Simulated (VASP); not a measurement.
# Mg2ZnS3 (P-4m2) in VASP: further runs, part 2 of 2

VASP 6.6.1. The steps go on from the part before.

### 3 Relaxation of cell and atoms, PBE

This run uses another cell than the first one, of 17.82 Å³/atom, 0.738 times its volume.

The input, INCAR:

```
SYSTEM = Mg2ZnS3
  ALGO = Normal
  EDIFF = 1E-7
  EDIFFG = -0.04
  ENCUT = 600
  GGA = PE
  IBRION = 2
  ISIF = 3
  ISMEAR = 0
  LASPH = .True.
  LCHARG = .False.
  LREAL = .False.
  LWAVE = .False.
  NELM = 80
  NSW = 90
  PREC = Accurate
  SIGMA = 0.1
```

The input, KPOINTS:

```
k-points
0
Gamma
  6 6 2
  0 0 0
```

The input, POSCAR:

```
Mg2ZnS3
1.0
    3.6375256800      0.0000000000      0.0000000000
    0.0000000000      3.6375256800      0.0000000000
    0.0000000000      0.0000000000      8.0804350200
Mg Zn S
2 1 3
Direct
    0.5000000000      0.0000000000      0.7398749000
    0.0000000000      0.5000000000      0.2601251000
    0.5000000000      0.5000000000      0.0000000000
    0.5000000000      0.0000000000      0.3835413500
    0.0000000000      0.5000000000      0.6164586500
    0.0000000000      0.0000000000      0.0000000000
```

Potentials or basis: VASP PAW PBE potentials, release 64 (Mg, Zn, S).

Launch:

```bash
$ cat potpaw_PBE.64/Mg/POTCAR potpaw_PBE.64/Zn/POTCAR potpaw_PBE.64/S/POTCAR > POTCAR
$ mpirun -np 1 vasp_std > vasp.out
```

OUTCAR:

```text
SYSTEM = Mg2ZnS3
   EDIFF = 1E-7
   EDIFFG = -0.04
   ENCUT = 600
   GGA = PE
   IBRION = 2
   ISIF = 3
   ISMEAR = 0
   LASPH = .True.
   LREAL = .False.
   NELM = 80
   NSW = 90
   PREC = Accurate

 ion  position               nearest neighbor table
   1  0.500  0.000  0.740-   5 2.76   5 2.76   5 2.76   5 2.76   3 2.78   6 2.78   6 2.78   3 2.78
                             4 2.88
   2  0.000  0.500  0.260-   4 2.76   4 2.76   4 2.76   4 2.76   6 2.78   3 2.78   6 2.78   3 2.78
                             5 2.88
   3  0.500  0.500  0.000-   6 2.57   6 2.57   6 2.57   6 2.57   2 2.78   2 2.78   1 2.78   1 2.78

   4  0.500  0.000  0.384-   2 2.76   2 2.76   2 2.76   2 2.76   1 2.88
   5  0.000  0.500  0.616-   1 2.76   1 2.76   1 2.76   1 2.76   2 2.88
   6  0.000  0.000  0.000-   3 2.57   3 2.57   3 2.57   3 2.57   2 2.78   1 2.78   1 2.78   2 2.78

  LATTYP: Found a simple tetragonal cell.
 ALAT       =     3.6375256800
 C/A-ratio  =     2.2214097524

[... 789 lines left out ...]

[... ionic steps 4 to 20 ...]

--------------------------------------- Ionic step       21  -------------------------------------------

 number of electron      34.0000037 magnetization

------------------------ aborting loop because EDIFF is reached ----------------------------------------
[... 75 lines left out ...]
--------------------------------------- Ionic step       23  -------------------------------------------

 number of electron      34.0000038 magnetization

 Free energy of the ion-electron system (eV)
  ---------------------------------------------------
  ext. energy  EPLUGINS =         0.00000000
  ---------------------------------------------------
  free energy    TOTEN  =       -22.08779827 eV

  energy without entropy =      -22.08381599  energy(sigma->0) =      -22.08580713

 E-fermi :   2.2142     XC(G=0):  -8.6136

 val. band max:        1.7313854935   @ k =   0.3333   0.0000   0.5000
 cond. band min:       2.2225204751   @ k =   0.5000   0.0000   0.5000
 fundamental gap:      0.4911349817
 Fermi energy:         2.2142034399

 k-point     1 :       0.0000    0.0000    0.0000
  band No.  band energies     occupation
      1     -10.8101      2.00000
      2     -10.7068      2.00000
      3      -9.9908      2.00000
      4      -4.7124      2.00000
      5      -4.6004      2.00000
      6      -4.5556      2.00000
[... 502 lines left out ...]
  FREE ENERGIE OF THE ION-ELECTRON SYSTEM (eV)
  ---------------------------------------------------
  free  energy   TOTEN  =       -22.0877982723 eV

  energy  without entropy=      -22.0838159933  energy(sigma->0) =      -22.08580713

 reached required accuracy - stopping structural energy minimisation
```

OSZICAR:

```text
N       E                     dE             d eps       ncg     rms          rms(c)
DAV:   1     0.211033552414E+03    0.21103E+03   -0.15983E+04   840   0.173E+03
DAV:   2     0.530487396129E+01   -0.20573E+03   -0.19799E+03   905   0.333E+02
DAV:   3    -0.205872807758E+02   -0.25892E+02   -0.24729E+02  1009   0.103E+02
DAV:   4    -0.215451035454E+02   -0.95782E+00   -0.94869E+00   985   0.200E+01
[... 288 lines left out ...]
DAV:   4    -0.220877972891E+02    0.72557E-04   -0.34740E-04  1000   0.107E-01    0.305E-02
DAV:   5    -0.220877991113E+02   -0.18222E-05   -0.65980E-05   920   0.522E-02    0.145E-02
DAV:   6    -0.220877984368E+02    0.67453E-06   -0.26140E-06  1005   0.137E-02    0.972E-03
DAV:   7    -0.220877982974E+02    0.13937E-06   -0.20709E-06   945   0.863E-03    0.374E-03
DAV:   8    -0.220877982723E+02    0.25089E-07   -0.49283E-07  1005   0.486E-03
  23 F= -.22087798E+02 E0= -.22085807E+02  d E =-.123153E-02
```

CONTCAR:

```text
Mg2ZnS3
   1.00000000000000
     3.5116434620058365   -0.0000000000000000   -0.0000000000000000
     0.0000000000000000    3.5116434620058365   -0.0000000000000000
    -0.0000000000000000    0.0000000000000000   10.8031184416455641
  Mg              Zn              S
     2     1     3
Direct
     0.5000000000000000    0.0000000000000000    0.6046094710239565
     0.0000000000000000    0.5000000000000000    0.3953905289760437
     0.5000000000000000    0.5000000000000000    0.0000000000000000
     0.5000000000000000    0.0000000000000000    0.3655366974466430
     0.0000000000000000    0.5000000000000000    0.6344633025533573
     0.0000000000000000    0.0000000000000000    0.0000000000000000

  0.00000000E+00  0.00000000E+00  0.00000000E+00
  0.00000000E+00  0.00000000E+00  0.00000000E+00
  0.00000000E+00  0.00000000E+00  0.00000000E+00
  0.00000000E+00  0.00000000E+00  0.00000000E+00
  0.00000000E+00  0.00000000E+00  0.00000000E+00
  0.00000000E+00  0.00000000E+00  0.00000000E+00
```

Wall time 9.3 min (1 thread of AMD EPYC 9R45 (Zen 5), shared host); peak memory 0.25 GiB.

Results:

| Item | Value |
| --- | --- |
| Free energy | -22.0878 eV |
| Relaxed volume | 22.20 Å³/atom |
| Relaxed cell | a = 3.512 Å, b = 3.512 Å, c = 10.803 Å, α = 90.00°, β = 90.00°, γ = 90.00° |
| Space group after relaxing (to 0.05 Å) | P-4m2 (No. 115) |
| Energy gained by relaxing | 443.8 meV/atom |
| Ionic steps | 23 |
| Pressure after relaxing | 0.3 GPa |
| Largest force after relaxing | 0.025 eV/Å |
| Band gap on the k mesh | zero (band 17 reaches 2.22 eV, above the bottom of band 18 at 1.38 eV) |

Forces in eV/Å, atoms in the order of the input:
```
Mg   0.000  0.000 -0.020
Mg   0.000  0.000  0.020
Zn   0.000  0.000  0.000
S    0.000  0.000 -0.025
S    0.000  0.000  0.025
S    0.000  0.000  0.000
```

Step by step:
```
step  energy change (eV)  largest force (eV/Å)  pressure (GPa)  volume (Å³)
   1              0.0000                2.0870           -1.46       106.92
   2             -0.6363                1.6828            0.13       104.40
   3             -1.3682                1.0593            6.05        99.69
   4             -0.1794                0.6747           28.91        90.18
   5             -1.4365                0.7108           10.16        97.51
   6             -1.7657                0.6207            6.29       102.13
   7             -2.0465                0.7873           -2.53       116.59
   8             -2.0694                0.6271           -0.84       113.24
   9             -2.1217                0.6166           -0.66       113.55
  10             -2.2720                0.5831           -0.10       114.42
  11             -2.4796                0.5318            1.47       116.03
  12             -1.9124                1.9656            6.85       118.67
  13             -2.5016                0.4916            2.03       116.37
  14             -2.5564                0.4472           -0.30       122.37
  15             -2.5564                0.4455           -0.37       122.59
  16             -2.5961                0.2670            0.07       123.97
  17             -2.6307                0.2469            1.05       126.61
  18             -2.6567                0.0498           -0.45       132.54
  19             -2.6567                0.0541           -0.50       132.76
  20             -2.6597                0.0973            0.30       133.35
  21             -2.6613                0.0613            0.00       133.14
  22             -2.6621                0.0454            0.10       133.17
  23             -2.6625                0.0255            0.25       133.22
```

Final structure:
```
Mg Zn S
1.0
     3.51164    0.00000    0.00000
     0.00000    3.51164    0.00000
     0.00000    0.00000   10.80312
Mg Zn S
2 1 3
Cartesian
  1.7558 0.0000 6.5317
  0.0000 1.7558 4.2715
  1.7558 1.7558 0.0000
  1.7558 0.0000 3.9489
  0.0000 1.7558 6.8542
  0.0000 0.0000 0.0000
```

Caveat: the k points lie up to 0.30 Å⁻¹ apart in the final cell; the volume moved by over 15 % at a fixed basis, so the end points are rough.

### 4 Relaxation of cell and atoms, PBE

This run uses another cell than the first one, of 23.19 Å³/atom, 0.961 times its volume.

The input, INCAR:

```
SYSTEM = Mg2ZnS3
PREC = Accurate ; ENCUT = 600
EDIFF = 1E-7 ; ISMEAR = 0
SIGMA = 0.1 ; LREAL = .False.
LASPH = .True. ; NELM = 100
ALGO = Normal ; ISIF = 3
LWAVE = .False. ; LCHARG = .False.
GGA = PE ; IBRION = 2
NSW = 100 ; EDIFFG = -0.01
```

The input, KPOINTS:

```
Automatic mesh
0
Gamma
  10 10 4
  0 0 0
```

The input, POSCAR:

```
Mg2ZnS3
1.0
    3.5162698124      0.0000000000      0.0000000000
    0.0000000000      3.5162698124      0.0000000000
    0.0000000000      0.0000000000     11.2515834606
Mg Zn S
2 1 3
Direct
    0.5000000000      0.0000000000      0.6002118638
    0.0000000000      0.5000000000      0.3997881362
    0.5000000000      0.5000000000      0.0000000000
    0.5000000000      0.0000000000      0.3703051046
    0.0000000000      0.5000000000      0.6296948954
    0.0000000000      0.0000000000      0.0000000000
```

Launch:

```bash
$ cat potpaw_PBE.64/Mg/POTCAR potpaw_PBE.64/Zn/POTCAR potpaw_PBE.64/S/POTCAR > POTCAR
$ mpirun -np 1 vasp_std > vasp.out
```

Run time: 9.1 min. Hardware: 1 thread of AMD EPYC 9R45 (Zen 5), shared host; peak memory 0.4 GiB.

The run converged. Its results:

```yaml
Free_energy: -22.1163 eV
Relaxed_volume: 23.25 Å³/atom
Relaxed_cell: a = 3.512 Å, b = 3.512 Å, c = 11.308 Å, α = 90.00°, β = 90.00°, γ = 90.00°
Space_group_after_relaxing_to_0.05_Å: P-4m2 (No. 115)
Energy_gained_by_relaxing: 0.1 meV/atom
Ionic_steps: 9
Pressure_after_relaxing: 0.0 GPa
Largest_force_after_relaxing: 0.009 eV/Å
Band_gap_on_the_k_mesh: zero (band 17 reaches 1.87 eV, above the bottom of band 18 at 1.04 eV)
```

Forces in eV/Å, atoms in the order of the input:
```
Mg   0.000  0.000  0.008
Mg   0.000  0.000 -0.008
Zn   0.000  0.000  0.000
S    0.000  0.000  0.009
S    0.000  0.000 -0.009
S    0.000  0.000  0.000
```

The path:
```csv
step,energy change (eV),largest force (eV/Å),pressure (GPa),volume (Å³)
1,0.0000,0.0182,-0.10,139.12
2,-0.0002,0.0160,0.06,138.82
3,-0.0002,0.0163,0.04,138.86
4,-0.0002,0.0156,0.03,138.93
5,-0.0003,0.0158,0.01,139.12
6,-0.0003,0.0204,0.00,139.18
7,-0.0004,0.0187,0.00,139.25
8,-0.0005,0.0133,-0.01,139.46
9,-0.0006,0.0088,0.04,139.49
```

Final structure:
```
Mg Zn S
1.0
     3.51224    0.00000    0.00000
     0.00000    3.51224    0.00000
     0.00000    0.00000   11.30803
Mg Zn S
2 1 3
Direct
  0.50000 0.00000 0.59910
  0.00000 0.50000 0.40090
  0.50000 0.50000 0.00000
  0.50000 0.00000 0.37058
  0.00000 0.50000 0.62942
  0.00000 0.00000 0.00000
```

Levels at points of the mesh, in eV from the Fermi level:
| k point | band 14 | band 15 | band 16 | band 17 | band 18 | band 19 | band 20 | band 21 |
| --- | --- | --- | --- | --- | --- | --- | --- | --- |
| (0.00, 0.00, 0.00) | -1.28 | -1.18 | -0.64 | -0.64 | 0.80 | 3.36 | 4.01 | 4.69 |
| (0.50, 0.00, 0.00) | -0.96 | -0.59 | -0.59 | 0.25 | 2.92 | 4.53 | 5.02 | 5.22 |
| (0.50, 0.50, 0.00) | -3.08 | -1.48 | -1.48 | -0.79 | -0.57 | 2.89 | 2.89 | 4.82 |
| (0.00, 0.00, 0.50) | -1.29 | -1.29 | -0.64 | -0.64 | 0.88 | 3.46 | 4.01 | 4.68 |
| (0.50, 0.00, 0.50) | -0.89 | -0.59 | -0.59 | 0.25 | 3.17 | 4.30 | 4.39 | 5.35 |
| (0.50, 0.50, 0.50) | -3.08 | -1.48 | -1.48 | -0.78 | -0.58 | 2.87 | 2.87 | 4.56 |

### 5 Summary

```tsv
task	cell	k mesh	cutoff (eV)	gap on the mesh (eV)	pressure (GPa)	relaxed volume (Å³/atom)	largest force (eV/Å)
single point	a = 3.513, b = 3.513, c = 11.733 Å, 6 atoms	10 × 10 × 4	520	none	-0.1	-	0.02
relaxation of cell and atoms	relaxed from a = 3.638, b = 3.638, c = 8.080 Å, 6 atoms	6 × 6 × 2	600	none	0.3	22.20	0.03
relaxation of cell and atoms	relaxed from a = 3.516, b = 3.516, c = 11.252 Å, 6 atoms	10 × 10 × 4	600	none	0.0	23.25	0.01
```

Alike in all rows: level PBE; potentials or basis VASP PAW PBE potentials, release 64 (Mg, Zn, S); no spin polarisation; smearing gaussian 0.1 eV.

Caveats: some runs use coarse meshes; the volume moved by over 15 % at a fixed basis, so the end points are rough (some runs).

Absolute energies hang on the potentials; compare differences alone.
